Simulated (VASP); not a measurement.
# CO2 (P4_2/mnm) in VASP: notebook

The runs below take CO2 through single point, with PBEsol.

All numbers are computed with VASP 6.6.1; they aren't measurements. Logs are shortened: lines on timing, memory, paths and dates and some standing lists are left out, and cuts for length are marked.

## (1) The cell of the first run

The structure is tetragonal, space group P4_2/mnm (No. 136). Conventional cell: a = 5.064 Å, b = 5.064 Å, c = 2.136 Å, α = 90.00°, β = 90.00°, γ = 90.00°. C (site symmetry mmm) has 4 O at 1.46 Å within 1.9 Å. O (site symmetry m2m) has 2 C at 1.46 Å within 1.9 Å.

## (2) Single point, PBEsol

The input, INCAR:

```
SYSTEM = CO2
PREC = Accurate ; ENCUT = 520
EDIFF = 1E-6 ; ISMEAR = -1
SIGMA = 0.02 ; LREAL = .False.
LASPH = .True. ; NELM = 80
ALGO = Normal ; ISIF = 2
LWAVE = .False. ; LCHARG = .False.
GGA = PS ; NBANDS = 25
```

The input, KPOINTS:

```
regular mesh
0
Gamma
  5 5 8
  0 0 0
```

The input, POSCAR:

```
CO2
1.0
    5.0643663832      0.0000000000      0.0000000000
    0.0000000000      5.0643663832      0.0000000000
    0.0000000000      0.0000000000      2.1364343270
C O
2 4
Direct
    0.0000000000      0.0000000000      0.0000000000
    0.5000000000      0.5000000000      0.5000000000
    0.3612146980      0.3612146980      0.0000000000
    0.1387853020      0.8612146980      0.5000000000
    0.6387853020      0.6387853020      0.0000000000
    0.8612146980      0.1387853020      0.5000000000
```

Potentials or basis: VASP PAW PBE potentials, release 64 (C, O).

Launch:

```sh
$ cat potpaw_PBE.64/C/POTCAR potpaw_PBE.64/O/POTCAR > POTCAR
$ mpirun -np 1 vasp_std > vasp.out
```

OUTCAR:

```text
SYSTEM = CO2
   PREC = Accurate
   ENCUT = 520
   EDIFF = 1E-6
   ISMEAR = -1
   LREAL = .False.
   LASPH = .True.
   NELM = 80
   ISIF = 2
   GGA = PS

 ion  position               nearest neighbor table
   1  0.000  0.000  0.000-   4 1.46   6 1.46   4 1.46   6 1.46
   2  0.500  0.500  0.500-   3 1.46   5 1.46   3 1.46   5 1.46
   3  0.361  0.361  0.000-   2 1.46   2 1.46
   4  0.139  0.861  0.500-   1 1.46   1 1.46
   5  0.639  0.639  0.000-   2 1.46   2 1.46
   6  0.861  0.139  0.500-   1 1.46   1 1.46

  LATTYP: Found a simple tetragonal cell.
 ALAT       =     5.0643663832
 C/A-ratio  =     0.4218561939

  Lattice vectors:

 A1 = (   5.0643663832,   0.0000000000,   0.0000000000)
 A2 = (   0.0000000000,   5.0643663832,   0.0000000000)
 A3 = (   0.0000000000,   0.0000000000,   2.1364343270)

Analysis of symmetry for initial positions (statically):
=====================================================================
 Subroutine PRICEL returns:
 Original cell was already a primitive cell.

 Routine SETGRP: Setting up the symmetry group for a
 simple tetragonal supercell.

 Subroutine GETGRP returns: Found 16 space group operations
 (whereof  8 operations were pure point group operations)
 out of a pool of 16 trial point group operations.

The static configuration has the point symmetry D_2h.
 The point group associated with its full space group is D_4h.

Analysis of symmetry for dynamics (positions and initial velocities):
=====================================================================
 Subroutine PRICEL returns:
 Original cell was already a primitive cell.

 Routine SETGRP: Setting up the symmetry group for a
 simple tetragonal supercell.

 Subroutine GETGRP returns: Found 16 space group operations
 (whereof  8 operations were pure point group operations)
 out of a pool of 16 trial point group operations.

The dynamic configuration has the point symmetry D_2h.
 The point group associated with its full space group is D_4h.

 Subroutine INISYM returns: Found 16 space group operations
 (whereof  8 operations are pure point group operations),
 and found     1 'primitive' translations

----------------------------------------------------------------------------------------

                                     Primitive cell

  volume of cell :      54.7949
[... 91 lines left out ...]
   ISPIN  =      1    spin polarized calculation?
   LNONCOLLINEAR =      F non collinear calculations
   LSORBIT =      F    spin-orbit coupling
   LASPH  =      T    aspherical Exc in radial PAW
   ENCUT  =  520.0 eV  38.22 Ry    6.18 a.u.   9.42  9.42  3.97*2*pi/ulx,y,z
   NELM   =     80;   NELMIN=  2; NELMDL= -5     # of ELM steps
   EDIFF  = 0.1E-05   stopping-criterion for ELM
   LREAL  =      F    real-space projection
   EDIFFG = 0.1E-04   stopping-criterion for IOM
   NSW    =      0    number of steps for IOM
   IBRION =     -1    ionic relax: 0-MD 1-quasi-New 2-CG
   NFREE  =      0    steps in history (QN), initial steepest desc. (CG)
   ISIF   =      2    stress and relaxation
   ISYM   =      2    0-nonsym 1-usesym 2-fastsym
   POTIM  = 0.5000    time-step for ionic-motion
   TEBEG  =    0.0;   TEEND  =   0.0 temperature during run
   PSTRESS=    0.0 pullay stress
   NELECT =      32.0000    total number of electrons
   NUPDOWN=      -1.0000    fix difference up-down
   EMIN   =  10.00;   EMAX   =-10.00  energy-range for DOS
   EFERMI =   0.00;   METHOD = LEGACY
   ISMEAR =    -1;   SIGMA  =   0.02  broadening in eV -4-tet -1-fermi 0-gaus
   EFERMI_NEDOS =   21; number of points for ismear=-14 and -15
   IALGO  =     38    algorithm
   IMIX   =      4    mixing-type and parameters
     AMIX     =   0.40;   BMIX     =  1.00
     AMIX_MAG =   1.60;   BMIX_MAG =  1.00
  volume/ion in A,a.u.               =       9.13        61.63
  Fermi-wavevector in a.u.,A,eV,Ry     =   1.368395  2.585892 25.476985  1.872506
  Thomas-Fermi vector in A             =   2.494363
   LORBIT       =      0    0 simple, 1 ext, 2 COOP (PROOUT), +10 PAW based schemes
   GGA     = PS    functional components
   LHFCALC =     F    Hartree Fock is set to
   AEXX    =    0.0000 exact exchange contribution
   IVDW    =     0    specifies the selected vdW correction
   LEPSILON=     F    determine dielectric tensor
   LRPA    =     F    only Hartree local field effects (RPA)
 non-spin polarized calculation
  energy-cutoff  :      520.00
  volume of cell :       54.79
 maximum number of plane-waves:      1512
 NGX is ok and might be reduce to    40
   NGX = 19   NGY = 19   NGZ =  7

 number of electron      31.9999998 magnetization

 Free energy of the ion-electron system (eV)
  ---------------------------------------------------
  ext. energy  EPLUGINS =         0.00000000
  ---------------------------------------------------
  free energy    TOTEN  =       -39.84045869 eV

  energy without entropy =      -39.84045868  energy(sigma->0) =      -39.84045869

 E-fermi :   2.0152     XC(G=0): -10.4280

 val. band max:        1.6630401298   @ k =   0.2000   0.2000   0.0000
 cond. band min:       2.3437303923   @ k =   0.2000   0.2000   0.5000
 fundamental gap:      0.6806902625
 Fermi energy:         2.0151801558

 k-point     1 :       0.0000    0.0000    0.0000
  band No.  band energies     occupation
      1     -22.7412      2.00000
      2     -22.2994      2.00000
      3     -18.2361      2.00000
      4     -18.2361      2.00000
      5      -6.4168      2.00000
      6      -5.7804      2.00000
[... 661 lines left out ...]
     24      15.7948      0.00000
     25      15.8325      0.00000

 [... further k-points ...]
[... 5 lines left out ...]
  --------------------------------------------------------------------------------------
  -------------------------------------------------------------------------------------
  Total        0.1697571      0.1697571      0.8992760      0.0000000      0.0000000      0.0000000
  in kB        4.9636238      4.9636238     26.2944340      0.0000000      0.0000000      0.0000000
  external PRESSURE =      12.0738939 kB  Pullay stress =       0.0000000 kB

 VOLUME and BASIS-vectors are now :
 -----------------------------------------------------------------------------
  energy-cutoff  :      520.00
  volume of cell :       54.79
      direct lattice vectors                 reciprocal lattice vectors
     5.064366383  0.000000000  0.000000000     0.197458068  0.000000000  0.000000000
     0.000000000  5.064366383  0.000000000     0.000000000  0.197458068  0.000000000
     0.000000000  0.000000000  2.136434327     0.000000000  0.000000000  0.468069618

 POSITION                                       TOTAL-FORCE (eV/Angst)
 -----------------------------------------------------------------------------------
      0.00000      0.00000      0.00000         0.000000      0.000000      0.000000
      2.53218      2.53218      1.06822         0.000000      0.000000      0.000000
      1.82932      1.82932      0.00000        -0.124545     -0.124545     -0.000000
      0.70286      4.36151      1.06822         0.124545     -0.124545      0.000000
      3.23504      3.23504      0.00000         0.124545      0.124545      0.000000
      4.36151      0.70286      1.06822        -0.124545      0.124545      0.000000
 -----------------------------------------------------------------------------------
    total drift:                               -0.000000      0.000000      0.000000

  FREE ENERGIE OF THE ION-ELECTRON SYSTEM (eV)
  ---------------------------------------------------
  free  energy   TOTEN  =       -39.8404586898 eV

  energy  without entropy=      -39.8404586819  energy(sigma->0) =      -39.84045869
```

OSZICAR:

```text
N       E                     dE             d eps       ncg     rms          rms(c)
DAV:   1     0.160767427658E+03    0.16077E+03   -0.17792E+04  1508   0.124E+03
DAV:   2    -0.337169153566E+02   -0.19448E+03   -0.17959E+03  1902   0.282E+02
DAV:   3    -0.425334041028E+02   -0.88165E+01   -0.87430E+01  1943   0.601E+01
DAV:   4    -0.426211928068E+02   -0.87789E-01   -0.87682E-01  1854   0.661E+00
DAV:   5    -0.426226064323E+02   -0.14136E-02   -0.14129E-02  1916   0.793E-01    0.122E+01
DAV:   6    -0.399277262954E+02    0.26949E+01   -0.69120E+00  1620   0.204E+01    0.448E+00
DAV:   7    -0.398656156401E+02    0.62111E-01   -0.61524E-01  1762   0.572E+00    0.255E+00
DAV:   8    -0.398411167782E+02    0.24499E-01   -0.72200E-02  1930   0.191E+00    0.329E-01
DAV:   9    -0.398403054955E+02    0.81128E-03   -0.34665E-03  2056   0.493E-01    0.123E-01
DAV:  10    -0.398404452884E+02   -0.13979E-03   -0.81276E-04  1922   0.191E-01    0.224E-02
DAV:  11    -0.398404547023E+02   -0.94139E-05   -0.31102E-05  1908   0.428E-02    0.129E-02
DAV:  12    -0.398404589437E+02   -0.42414E-05   -0.52947E-06  1837   0.178E-02    0.283E-03
DAV:  13    -0.398404586898E+02    0.25389E-06   -0.27083E-07  1511   0.442E-03
   1 F= -.39840459E+02 E0= -.39840459E+02  d E =-.787024E-08
```

stdout:

```text
POSCAR found type information on POSCAR C O
 POSCAR found :  2 types and       6 ions
 scaLAPACK will be used
 -----------------------------------------------------------------------------
|                                                                             |
|                                                                             |
|     You enforced a specific xc type in the INCAR file but a different       |
|     I HOPE YOU KNOW WHAT YOU ARE DOING!                                     |
|                                                                             |
 -----------------------------------------------------------------------------

 LDA part: xc-table for (Slater+PW92), standard interpolation
 POSCAR, INCAR and KPOINTS ok, starting setup
 FFT: planning ... GRIDC
 FFT: planning ... GRID_SOFT
 FFT: planning ... GRID
 WAVECAR not read
 entering main loop
```

Run time: 14 s. Hardware: 1 thread of Intel Xeon 6975P-C (Granite Rapids), shared host; peak memory 0.17 GiB.

What came out:

| Property | Result |
| --- | --- |
| Free energy | -39.8405 eV |
| Pressure | 1.2 GPa |
| Largest force | 0.176 eV/Å |
| Band gap on the k mesh | 0.68 eV (least direct gap 1.14 eV) |

Forces in eV/Å, atoms in the order of the input:
```
C    0.000  0.000  0.000
C    0.000  0.000  0.000
O   -0.125 -0.125  0.000
O    0.125 -0.125  0.000
O    0.125  0.125  0.000
O   -0.125  0.125  0.000
```

Stress tensor (GPa, compression positive):
```
0.50 0.00 0.00
0.00 0.50 0.00
0.00 0.00 2.63
```

Levels at points of the mesh, in eV from the valence-band top:
| k point | band 12 | band 13 | band 14 | band 15 | band 16 | band 17 | band 18 | band 19 | band 20 | band 21 |
| --- | --- | --- | --- | --- | --- | --- | --- | --- | --- | --- |
| (0.00, 0.00, 0.00) | -2.53 | -2.53 | -1.68 | 0.00 | 0.00 | 5.09 | 5.32 | 5.32 | 7.80 | 10.85 |
| (0.00, 0.00, 0.50) | -2.40 | -1.13 | -1.13 | -0.88 | -0.88 | 1.36 | 1.36 | 5.54 | 5.54 | 12.46 |

Caveat: the PAW data sets were made with another functional, which shifts forces and pressure a little; an odd mesh through Γ misses points on the zone boundary, where band edges can lie.

## (3) Single point, PBEsol

The input, INCAR:

```
SYSTEM = CO2
  PREC = Accurate
  ENCUT = 520
  EDIFF = 1E-6
  ISMEAR = -1
  SIGMA = 0.02
  LREAL = .FALSE.
  LASPH = .TRUE.
  NELM = 60
  ALGO = Normal
  ISIF = 2
  LWAVE = .FALSE.
  LCHARG = .FALSE.
  GGA = PS
  NBANDS = 25
```

The input, KPOINTS:

```
regular mesh
0
G
  5 5 10
  0 0 0
```

The input, POSCAR:

```
CO2
1.0
    5.0629466415      0.0000000000      0.0000000000
    0.0000000000      5.0629466415      0.0000000000
    0.0000000000      0.0000000000      2.1363342135
C O
2 4
Direct
    0.0000000000      0.0000000000      0.0000000000
    0.5000000000      0.5000000000      0.5000000000
    0.3611502302      0.3611502302      0.0000000000
    0.1388497698      0.8611502302      0.5000000000
    0.6388497698      0.6388497698      0.0000000000
    0.8611502302      0.1388497698      0.5000000000
```

Potentials or basis: VASP PAW PBE potentials, release 64 (C, O).

Launch:

```sh
$ cat potpaw_PBE.64/C/POTCAR potpaw_PBE.64/O/POTCAR > POTCAR
$ mpirun -np 1 vasp_std > vasp.out
```

It took 15 s on 1 thread of Intel Xeon 6975P-C (Granite Rapids), shared host; peak memory 0.17 GiB.

The run converged. Its results:

```yaml
Free_energy: -39.8392 eV
Pressure: 1.2 GPa
Largest_force: 0.177 eV/Å
Band_gap_on_the_k_mesh: 0.68 eV (least direct gap 1.14 eV)
```

Forces in eV/Å, atoms in the order of the input:
```
C    0.000  0.000  0.000
C    0.000  0.000  0.000
O   -0.125 -0.125  0.000
O    0.125 -0.125  0.000
O    0.125  0.125  0.000
O   -0.125  0.125  0.000
```

Stress tensor (GPa, compression positive):
```
0.51 0.00 0.00
0.00 0.51 0.00
0.00 0.00 2.68
```

Levels at points of the mesh, in eV from the valence-band top:
| k point | band 12 | band 13 | band 14 | band 15 | band 16 | band 17 | band 18 | band 19 | band 20 | band 21 |
| --- | --- | --- | --- | --- | --- | --- | --- | --- | --- | --- |
| (0.00, 0.00, 0.00) | -2.53 | -2.53 | -1.68 | 0.00 | 0.00 | 5.09 | 5.31 | 5.31 | 7.80 | 10.85 |
| (0.00, 0.00, 0.50) | -2.40 | -1.14 | -1.14 | -0.88 | -0.88 | 1.36 | 1.36 | 5.53 | 5.53 | 12.45 |

Caveat: the PAW data sets were made with another functional, which shifts forces and pressure a little; an odd mesh through Γ misses points on the zone boundary, where band edges can lie.
